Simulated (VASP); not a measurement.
Wanted: the native input for a VASP 6.6.1 run.

```
Task                   : single point
Functional             : r2SCAN
Potentials or basis    : VASP PAW PBE potentials, release 64 (N)
Cutoff                 : 520 eV
k mesh                 : 3 × 3 × 2
Occupations            : gaussian, width 0.01 eV
Spin                   : no spin polarisation
Dipole correction      : no
Further INCAR settings : ALGO = Normal; EDIFF = 1e-07; NBANDS = 18
```

N:

```
N
1.0
     4.08406    0.00000    0.00000
     0.00000    4.08406    0.00000
     0.00000    0.00000    5.34591
N
4
Direct
  0.90428 0.90428 0.00000
  0.59572 0.40427 0.50000
  0.09573 0.09573 0.00000
  0.40427 0.59572 0.50500
```

These files were run (other wordings do the same):

POSCAR

```
N
1.0
    4.0840620000      0.0000000000      0.0000000000
    0.0000000000      4.0840620000      0.0000000000
    0.0000000000      0.0000000000      5.3459130000
N
4
Direct
    0.9042750000      0.9042750000      0.0000000000
    0.5957250000      0.4042750000      0.5000000000
    0.0957250000      0.0957250000      0.0000000000
    0.4042750000      0.5957250000      0.5050000000
```

INCAR.step1

```
PREC = Accurate
ENCUT = 520
ISMEAR = 0
SIGMA = 0.01
LREAL = False
LASPH = True
NELM = 80
NBANDS = 18
GGA = PE
ALGO = Normal
EDIFF = 1E-4
LWAVE = True
LCHARG = False
```

INCAR.step2

```
PREC = Accurate
ENCUT = 520
EDIFF = 1E-7
ISMEAR = 0
SIGMA = 0.01
LREAL = False
LASPH = True
NELM = 80
ALGO = Normal
ISIF = 2
LWAVE = False
LCHARG = True
METAGGA = R2SCAN
LMIXTAU = True
LELF = True
LVHAR = True
NBANDS = 18
ISTART = 1
```

KPOINTS

```
regular mesh
0
Gamma
  3 3 2
```

Potentials or basis: VASP PAW PBE potentials, release 64 (N).

Run with:

```console
$ cat potpaw_PBE.64/N/POTCAR > POTCAR
$ cp INCAR.step1 INCAR
$ mpirun -np 1 vasp_std > vasp.out
$ cp INCAR.step2 INCAR
$ mpirun -np 1 vasp_std > vasp.out
```

Results of the run:

| Item | Value |
| --- | --- |
| Pressure | 0.0 GPa |
| Largest force | 0.164 eV/Å |
| Band gap on the k mesh | 7.61 eV (least direct gap 7.76 eV) |

Caveat: the k points lie up to 0.59 Å⁻¹ apart; the standard files for N, O and F lose accuracy on very short bonds; the PAW data sets were made with another functional, which shifts forces and pressure a little; an odd mesh through Γ misses points on the zone boundary, where band edges can lie.

Run time: 100 s on 1 thread of AMD EPYC 7R13 (shared host), peak memory 0.15 GiB.
